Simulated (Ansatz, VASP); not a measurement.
# Two plane-wave programs on TiC

File INCAR:

```
SYSTEM = TiC
ALGO = Normal
EDIFF = 1E-7
ENCUT = 520
GGA = PS
ISIF = 2
ISMEAR = 0
LASPH = .TRUE.
LCHARG = .FALSE.
LREAL = .FALSE.
LWAVE = .FALSE.
NBANDS = 15
NELM = 100
PREC = Accurate
SIGMA = 0.15
```

KPOINTS

```
k-points
0
G
  18 18 18
  0 0 0
```

Contents of POSCAR:

```
TiC
1.0
    0.0000000000      2.0990800000      2.1640000000
    2.0990800000      0.0000000000      2.1640000000
    2.0990800000      2.0990800000      0.0000000000
Ti C
1 1
Direct
    0.0000000000      0.0000000000      0.0000000000
    0.5000000000      0.5000000000      0.5000000000
```

Input for Ansatz:

```yaml
crystal:
  lattice:
    - [0.0, 2.09908, 2.164]
    - [2.09908, 0.0, 2.164]
    - [2.09908, 2.09908, 0.0]
  atoms:
    - { symbol: Ti, position: [0.0, 0.0, 0.0] }
    - { symbol: C, position: [0.5, 0.5, 0.5] }
basis:
  ecutwfc: 420
kpoints:
  mp_grid: { grid: [18, 18, 18] }
hamiltonian:
  xc: pbesol
scf:
  occupations: { method: gaussian, width: 0.15 }
output:
  forces: true
  stress: true
  eigenvalues: true
```

Change from the starting cell: strain -0.030 along x and y, +0.000 along z, atoms carried along.

Alike in both runs: task single point; functional PBEsol; k mesh 18 × 18 × 18; occupations gaussian, width 0.15 eV; no spin polarisation.

|  | VASP | Ansatz |
| --- | --- | --- |
| version | VASP 6.6.1 | Ansatz 0.2.0 |
| potentials or method | VASP PAW PBE potentials, release 64 (Ti_sv, C), cutoff 520 eV | scalar-relativistic, plane waves, PAW |
| valence electrons in the cell | 16 | 16 |

|  | VASP | Ansatz | Ansatz less VASP |
| --- | --- | --- | --- |
| gap on the k mesh at the Fermi level (eV) | none | none | - |
| pressure (GPa) | 11.3 | 11.1 | -0.23 |
| traceless stress, the component that is largest in VASP (GPa) | -9.89 | -9.87 | +0.020 |

VASP's potentials were made for PBE, not for PBEsol. A gap of «none» marks a metal or a gap that the smearing closes.
